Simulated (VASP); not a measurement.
# AgCl in VASP: further runs

The runs below take AgCl through single point, with PBE.

Everything below comes from runs of VASP 6.6.1. Logs are shortened: lines on timing, memory, paths and dates and some standing lists are left out, and cuts for length are marked.

### 1 The cell of the first run

It takes space group P4/mmm (No. 123, tetragonal). Conventional cell: a = 3.396 Å, b = 3.396 Å, c = 3.350 Å, α = 90.00°, β = 90.00°, γ = 90.00°. Ag (site symmetry 4/mmm) has 8 Cl at 2.93 Å and 6 Ag at 3.35 to 3.40 Å within 3.9 Å. Within 3.9 Å of Cl (site symmetry 4/mmm) lie 8 Ag at 2.93 Å and 6 Cl at 3.35 to 3.40 Å.

### 2 Single point, PBE (uniaxial x strain -1.3%)

File INCAR:

```
PREC = Accurate
ENCUT = 630
EDIFF = 1E-6
ISMEAR = -1
SIGMA = 0.02
LREAL = F
LASPH = T
NELM = 120
ALGO = Normal
ISIF = 2
LWAVE = F
LCHARG = F
GGA = PE
NBANDS = 20
GGA_COMPAT = F
```

File KPOINTS:

```
Automatic mesh
0
Gamma
  8 8 8
```

File POSCAR:

```
AgCl
1.0
    3.3504267209      0.0000000000      0.0000000000
    0.0000000000      3.3955880419      0.0000000000
    0.0000000000      0.0000000000      3.3955880419
Ag Cl
1 1
Direct
    0.0000000000      0.0000000000      0.0000000000
    0.5000000000      0.5000000000      0.5000000000
```

Potentials or basis: VASP PAW PBE potentials, release 64 (Ag_sv_GW, Cl).

On the command line:

```sh
cat potpaw_PBE.64/Ag_sv_GW/POTCAR potpaw_PBE.64/Cl/POTCAR > POTCAR
mpirun -np 1 vasp_std > vasp.out
```

OUTCAR:

```text
PREC = Accurate
   ENCUT = 630
   EDIFF = 1E-6
   ISMEAR = -1
   LREAL = F
   LASPH = T
   NELM = 120
   ISIF = 2
   GGA = PE

 ion  position               nearest neighbor table
   1  0.000  0.000  0.000-
   2  0.500  0.500  0.500-

  LATTYP: Found a simple tetragonal cell.
 ALAT       =     3.3955880419
 C/A-ratio  =     0.9867000000

  Lattice vectors:

 A1 = (   0.0000000000,   3.3955880419,   0.0000000000)
 A2 = (   0.0000000000,   0.0000000000,   3.3955880419)
 A3 = (   3.3504267209,   0.0000000000,   0.0000000000)

Analysis of symmetry for initial positions (statically):
=====================================================================
 Subroutine PRICEL returns:
 Original cell was already a primitive cell.

 Routine SETGRP: Setting up the symmetry group for a
 simple tetragonal supercell.

 Subroutine GETGRP returns: Found 16 space group operations
 (whereof 16 operations were pure point group operations)
 out of a pool of 16 trial point group operations.

The static configuration has the point symmetry D_4h.

Analysis of symmetry for dynamics (positions and initial velocities):
=====================================================================
 Subroutine PRICEL returns:
 Original cell was already a primitive cell.

 Routine SETGRP: Setting up the symmetry group for a
 simple tetragonal supercell.

 Subroutine GETGRP returns: Found 16 space group operations
 (whereof 16 operations were pure point group operations)
 out of a pool of 16 trial point group operations.

The dynamic configuration has the point symmetry D_4h.

 Subroutine INISYM returns: Found 16 space group operations
 (whereof 16 operations are pure point group operations),
 and found     1 'primitive' translations

----------------------------------------------------------------------------------------

                                     Primitive cell

  volume of cell :      38.6305

  direct lattice vectors                    reciprocal lattice vectors
     3.350426721  0.000000000  0.000000000     0.298469444  0.000000000  0.000000000
     0.000000000  3.395588042  0.000000000     0.000000000  0.294499800  0.000000000
     0.000000000  0.000000000  3.395588042     0.000000000  0.000000000  0.294499800

  length of vectors
     3.350426721  3.395588042  3.395588042     0.298469444  0.294499800  0.294499800

  position of ions in fractional coordinates (direct lattice)
     0.000000000  0.000000000  0.000000000
     0.500000000  0.500000000  0.500000000

  ion indices of the primitive-cell ions
   primitive index   ion index
                 1           1
                 2           2

----------------------------------------------------------------------------------------

 KPOINTS: Automatic mesh

Automatic generation of k-mesh.
 Grid dimensions read from file:
 generate k-points for:    8    8    8

 Generating k-lattice:

  Cartesian coordinates                     Fractional coordinates (reciprocal lattice)
     0.037308680  0.000000000  0.000000000     0.125000000  0.000000000  0.000000000
     0.000000000  0.036812475  0.000000000     0.000000000  0.125000000  0.000000000
     0.000000000  0.000000000  0.036812475     0.000000000  0.000000000  0.125000000

  Length of vectors
     0.037308680  0.036812475  0.036812475

  Shift w.r.t. Gamma in fractional coordinates (k-lattice)
     0.000000000  0.000000000  0.000000000

 Subroutine IBZKPT returns following result:
 ===========================================

 Found     75 irreducible k-points:

 Following reciprocal coordinates:
            Coordinates               Weight
  0.000000  0.000000  0.000000      1.000000
  0.125000  0.000000  0.000000      2.000000
  0.250000  0.000000  0.000000      2.000000
  0.375000  0.000000  0.000000      2.000000
  0.500000  0.000000  0.000000      1.000000
  0.000000  0.125000  0.000000      4.000000
[... 16 lines left out ...]
  0.250000  0.500000  0.000000      4.000000
  0.375000  0.500000  0.000000      4.000000
 [... further k-points ...]
   k-points           NKPTS =     75   k-points in BZ     NKDIM =     75   number of bands    NBANDS=     20
   number of dos      NEDOS =    301   number of ions     NIONS =      2
   total plane-waves  NPLWV =  21952
   dimension x,y,z NGX =    28 NGY =   28 NGZ =   28
   dimension x,y,z NGXF=    56 NGYF=   56 NGZF=   56
   ions per type =               1   1
   NGX,Y,Z   is equivalent  to a cutoff of  13.89, 13.71, 13.71 a.u.
   NGXF,Y,Z  is equivalent  to a cutoff of  27.79, 27.42, 27.42 a.u.
 SYSTEM =  unknown system
   PREC   = accura    normal or accurate (medium, high low for compatibility)
   ISTART =      0    job   : 0-new  1-cont  2-samecut
   ICHARG =      2    charge: 1-file 2-atom 10-const
   ISPIN  =      1    spin polarized calculation?
   LNONCOLLINEAR =      F non collinear calculations
   LSORBIT =      F    spin-orbit coupling
   LASPH  =      T    aspherical Exc in radial PAW
   ENCUT  =  630.0 eV  46.30 Ry    6.80 a.u.   6.86  6.95  6.95*2*pi/ulx,y,z
   NELM   =    120;   NELMIN=  2; NELMDL= -5     # of ELM steps
   EDIFF  = 0.1E-05   stopping-criterion for ELM
   LREAL  =      F    real-space projection
   EDIFFG = 0.1E-04   stopping-criterion for IOM
   NSW    =      0    number of steps for IOM
   IBRION =     -1    ionic relax: 0-MD 1-quasi-New 2-CG
   NFREE  =      0    steps in history (QN), initial steepest desc. (CG)
   ISIF   =      2    stress and relaxation
   ISYM   =      2    0-nonsym 1-usesym 2-fastsym
   POTIM  = 0.5000    time-step for ionic-motion
   TEBEG  =    0.0;   TEEND  =   0.0 temperature during run
   PSTRESS=    0.0 pullay stress
   NELECT =      26.0000    total number of electrons
   NUPDOWN=      -1.0000    fix difference up-down
   EMIN   =  10.00;   EMAX   =-10.00  energy-range for DOS
   EFERMI =   0.00;   METHOD = LEGACY
   ISMEAR =    -1;   SIGMA  =   0.02  broadening in eV -4-tet -1-fermi 0-gaus
   EFERMI_NEDOS =   21; number of points for ismear=-14 and -15
   IALGO  =     38    algorithm
   IMIX   =      4    mixing-type and parameters
     AMIX     =   0.40;   BMIX     =  1.00
     AMIX_MAG =   1.60;   BMIX_MAG =  1.00
  volume/ion in A,a.u.               =      19.32       130.35
  Fermi-wavevector in a.u.,A,eV,Ry     =   1.434683  2.711157 28.005074  2.058315
  Thomas-Fermi vector in A             =   2.554064
   LORBIT       =      0    0 simple, 1 ext, 2 COOP (PROOUT), +10 PAW based schemes
   GGA     = PE    functional components
   LHFCALC =     F    Hartree Fock is set to
   AEXX    =    0.0000 exact exchange contribution
   IVDW    =     0    specifies the selected vdW correction
   LEPSILON=     F    determine dielectric tensor
   LRPA    =     F    only Hartree local field effects (RPA)
 non-spin polarized calculation
  energy-cutoff  :      630.00
  volume of cell :       38.63
 maximum number of plane-waves:      1410
 NGX is ok and might be reduce to    28
   NGX = 13   NGY = 13   NGZ = 13

 number of electron      26.0000004 magnetization

 Free energy of the ion-electron system (eV)
  ---------------------------------------------------
  ext. energy  EPLUGINS =         0.00000000
  ---------------------------------------------------
  free energy    TOTEN  =        -3.04906486 eV

  energy without entropy =       -3.04906486  energy(sigma->0) =       -3.04906486

 E-fermi :   4.2840     XC(G=0): -10.7708

 val. band max:        3.9859119042   @ k =   0.0000   0.5000   0.0000
 cond. band min:       4.5581973712   @ k =   0.0000   0.0000   0.0000
 fundamental gap:      0.5722854670
 Fermi energy:         4.2839797867

 k-point     1 :       0.0000    0.0000    0.0000
  band No.  band energies     occupation
      1     -85.7437      2.00000
      2     -49.2645      2.00000
      3     -49.2604      2.00000
      4     -49.2604      2.00000
      5     -10.9012      2.00000
      6       1.0390      2.00000
[... 12 lines left out ...]
     19      18.1506      0.00000
     20      20.4005      0.00000

 k-point     2 :       0.1250    0.0000    0.0000
  band No.  band energies     occupation
      1     -85.7436      2.00000
      2     -49.2665      2.00000
      3     -49.2602      2.00000
      4     -49.2602      2.00000
      5     -10.8280      2.00000
      6       0.8309      2.00000
[... 12 lines left out ...]
     19      17.6708      0.00000
     20      20.2982      0.00000

 k-point     3 :       0.2500    0.0000    0.0000
  band No.  band energies     occupation
      1     -85.7434      2.00000
      2     -49.2713      2.00000
      3     -49.2599      2.00000
      4     -49.2599      2.00000
      5     -10.6409      2.00000
      6      -0.1512      2.00000
[... 12 lines left out ...]
     19      18.0432      0.00000
     20      20.1265      0.00000

 k-point     4 :       0.3750    0.0000    0.0000
  band No.  band energies     occupation
      1     -85.7432      2.00000
      2     -49.2761      2.00000
      3     -49.2596      2.00000
      4     -49.2596      2.00000
      5     -10.4369      2.00000
      6      -1.0626      2.00000
[... 12 lines left out ...]
     19      19.9603      0.00000
     20      20.2499      0.00000

 k-point     5 :       0.5000    0.0000    0.0000
  band No.  band energies     occupation
      1     -85.7432      2.00000
      2     -49.2780      2.00000
      3     -49.2594      2.00000
      4     -49.2594      2.00000
      5     -10.3466      2.00000
      6      -1.4083      2.00000
[... 12 lines left out ...]
     19      19.8899      0.00000
     20      19.9178      0.00000
[... 353 lines left out ...]
      6      -1.4218      2.00000
[... 12 lines left out ...]
     19      20.0139      0.00000
     20      20.0407      0.00000

 k-point    22 :       0.1250    0.5000    0.0000
  band No.  band energies     occupation
      1     -85.7432      2.00000
      2     -49.2716      2.00000
      3     -49.2657      2.00000
      4     -49.2594      2.00000
      5     -10.3351      2.00000
      6      -1.2592      2.00000
[... 12 lines left out ...]
     19      19.4946      0.00000
     20      20.6433      0.00000

 k-point    23 :       0.2500    0.5000    0.0000
  band No.  band energies     occupation
      1     -85.7430      2.00000
      2     -49.2711      2.00000
      3     -49.2704      2.00000
      4     -49.2590      2.00000
      5     -10.2131      2.00000
      6      -0.8108      2.00000
[... 12 lines left out ...]
     19      18.5729      0.00000
     20      20.9019      0.00000

 k-point    24 :       0.3750    0.5000    0.0000
  band No.  band energies     occupation
      1     -85.7428      2.00000
      2     -49.2751      2.00000
      3     -49.2707      2.00000
      4     -49.2587      2.00000
      5     -10.0842      2.00000
      6      -0.2207      2.00000
[... 12 lines left out ...]
     19      17.9108      0.00000
     20      21.1357      0.00000

 [... further k-points ...]

------------------------ aborting loop because EDIFF is reached ----------------------------------------

  FORCE on cell =-STRESS in cart. coord.  units (eV):
  Direction    XX          YY          ZZ          XY          YZ          ZX
  --------------------------------------------------------------------------------------
  -------------------------------------------------------------------------------------
  Total        0.6578025      0.4877980      0.4877980      0.0000000      0.0000000      0.0000000
  in kB       27.2819866     20.2311446     20.2311446      0.0000000      0.0000000      0.0000000
  external PRESSURE =      22.5814252 kB  Pullay stress =       0.0000000 kB

 VOLUME and BASIS-vectors are now :
 -----------------------------------------------------------------------------
  energy-cutoff  :      630.00
  volume of cell :       38.63
      direct lattice vectors                 reciprocal lattice vectors
     3.350426721  0.000000000  0.000000000     0.298469444  0.000000000  0.000000000
     0.000000000  3.395588042  0.000000000     0.000000000  0.294499800  0.000000000
     0.000000000  0.000000000  3.395588042     0.000000000  0.000000000  0.294499800

 POSITION                                       TOTAL-FORCE (eV/Angst)
 -----------------------------------------------------------------------------------
      0.00000      0.00000      0.00000         0.000000      0.000000      0.000000
      1.67521      1.69779      1.69779         0.000000      0.000000      0.000000
 -----------------------------------------------------------------------------------
    total drift:                               -0.000000      0.000000     -0.000000

  FREE ENERGIE OF THE ION-ELECTRON SYSTEM (eV)
  ---------------------------------------------------
  free  energy   TOTEN  =        -3.0490648580 eV

  energy  without entropy=       -3.0490648553  energy(sigma->0) =       -3.04906486
```

It took 27 s on 1 thread of Intel Xeon 6975P-C (Granite Rapids), shared host; peak memory 0.22 GiB.

What came out:

```yaml
Free_energy: -3.0491 eV
Pressure: 2.3 GPa
Band_gap_on_the_k_mesh: 0.57 eV (least direct gap 2.16 eV)
```

Caveat: the cell differs from its parent crystal (uniaxial x strain -1.3%); the structure was generated, so it needn't be the stable form of AgCl; semilocal functionals underestimate gaps, and a narrow one can read as zero.

### 3 Single point, PBE (shear xy strain -2.5%)

File INCAR:

```
SYSTEM = AgCl
  PREC = Accurate
  ENCUT = 630
  EDIFF = 1E-6
  ISMEAR = -1
  SIGMA = 0.02
  LREAL = .False.
  LASPH = .True.
  NELM = 120
  ALGO = Normal
  ISIF = 2
  LWAVE = .False.
  LCHARG = .False.
  GGA = PE
  NBANDS = 20
  GGA_COMPAT = .False.
```

File KPOINTS:

```
regular mesh
0
Gamma
  8 8 8
  0 0 0
```

File POSCAR:

```
AgCl
1.0
    3.3955880419     -0.0419355123      0.0000000000
   -0.0419355123      3.3955880419      0.0000000000
    0.0000000000      0.0000000000      3.3955880419
Ag Cl
1 1
Direct
    0.0000000000      0.0000000000      0.0000000000
    0.5000000000      0.5000000000      0.5000000000
```

Potentials or basis: VASP PAW PBE potentials, release 64 (Ag_sv_GW, Cl).

On the command line:

```sh
cat potpaw_PBE.64/Ag_sv_GW/POTCAR potpaw_PBE.64/Cl/POTCAR > POTCAR
mpirun -np 1 vasp_std > vasp.out
```

Run time: 48 s. Hardware: 1 thread of AMD EPYC 9R45 (Zen 5), shared host; peak memory 0.23 GiB.

The run converged. Its results:

```yaml
Free_energy: -3.0570 eV
Pressure: 1.5 GPa
Band_gap_on_the_k_mesh: 0.51 eV (least direct gap 2.14 eV)
```

Stress tensor (GPa, compression positive):
```
 1.50 -0.27  0.00
-0.27  1.50  0.00
 0.00  0.00  1.50
```

Levels at points of the mesh, in eV from the valence-band top:
```csv
k point,band 11,band 12,band 13,band 14,band 15,band 16
"(0.00, 0.00, 0.00)",-1.75,-1.69,-1.64,0.51,9.32,9.32
"(0.50, 0.00, 0.00)",-1.55,-0.08,-0.08,4.84,5.60,9.19
"(0.50, 0.50, 0.00)",-2.23,-1.61,-1.03,2.71,8.85,9.13
"(0.00, 0.00, 0.50)",-1.54,-0.16,0.00,4.85,5.60,9.22
"(0.50, 0.00, 0.50)",-2.22,-1.61,-1.03,2.70,8.98,9.00
"(0.50, 0.50, 0.50)",-0.31,-0.25,-0.19,4.51,4.62,4.73
```

Caveat: the cell differs from its parent crystal (shear xy strain -2.5%); the structure was generated, so it needn't be the stable form of AgCl; semilocal functionals underestimate gaps, and a narrow one can read as zero. A k mesh can miss the band edges.
